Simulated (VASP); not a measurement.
The system is ZnSe.

```
Zn Se
1.0
     0.00000    2.83380    2.83380
     2.83380    0.00000    2.83380
     2.83380    2.83380    0.00000
Zn Se
1 1
Cartesian
  0.0000 0.0000 0.0000
  4.2507 4.2507 4.2507
```

* Program: VASP 6.6.1
* Task: relaxation of cell and atoms
* Functional: PBE
* Potentials or basis: VASP PAW PBE potentials, release 64 (Zn, Se)
* Cutoff: 600 eV
* k mesh: 8 × 8 × 8
* Occupations: gaussian, width 0.02 eV
* Spin: no spin polarisation

At the start: pressure 2.3 GPa; volume 22.76 Å³/atom.

How do energy, volume and symmetry change on relaxing?

Over 5 steps the energy falls by 6.1 meV/atom and the volume is 23.65 Å³/atom (+3.9 %); space group F-43m (No. 216, to 0.05 Å).

The path:
```
step  energy change (eV)  largest force (eV/Å)  pressure (GPa)  volume (Å³)
   1              0.0000                0.0000            2.34        45.51
   2             -0.0114                0.0000           -0.55        47.73
   3             -0.0122                0.0000            0.11        47.25
   4             -0.0122                0.0000           -0.06        47.33
   5             -0.0122                0.0000           -0.02        47.29
```

Final structure:
```
CELL_PARAMETERS angstrom
0.00000 2.87025 2.87025
2.87025 0.00000 2.87025
2.87025 2.87025 0.00000
ATOMIC_POSITIONS crystal
Zn 0.00000 0.00000 0.00000
Se 0.75000 0.75000 0.75000
```
